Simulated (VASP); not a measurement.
# MgO: single point with PBE

MgO:

```
Mg O
1.0
     3.55650    0.00000    0.00000
    -1.77825    3.08002    0.00000
     0.00000    0.00000    4.36660
Mg O
2 2
Cartesian
  1.7783 1.0267 3.2750
  0.0000 2.0533 1.0917
  1.7783 1.0267 1.0917
  0.0000 2.0533 3.2750
```

```yaml
Program: VASP 6.6.1
Task: single point
Functional: PBE
Potentials_or_basis: VASP PAW PBE potentials, release 64 (Mg, O)
Cutoff: 520 eV
k_mesh: 9 × 9 × 6
Occupations: gaussian, width 0.05 eV
Spin: no spin polarisation
Dipole_correction: no
Further_INCAR_settings: ALGO = Normal; EDIFF = 1e-06; NBANDS = 16
```

```
Pressure               : -6.1 GPa
Band gap on the k mesh : 2.98 eV, direct
```

Stress tensor (GPa, compression positive):
```
-5.26  0.00  0.00
 0.00 -5.26  0.00
 0.00  0.00 -7.77
```

Levels at points of the mesh, in eV from the valence-band top:
```csv
k point,band 4,band 5,band 6,band 7,band 8,band 9,band 10,band 11,band 12,band 13
"(0.00, 0.00, 0.00)",-1.58,-1.58,-0.77,-0.77,0.00,2.98,8.70,11.35,12.10,12.10
"(0.00, 0.00, 0.50)",-2.29,-1.19,-1.19,-1.19,-1.19,5.95,5.95,12.46,12.46,12.46
```

Run time: 13 s on 1 thread of Intel(R) Xeon(R) 6975P-C (Granite Rapids), with other jobs on the host, peak memory 0.18 GiB.
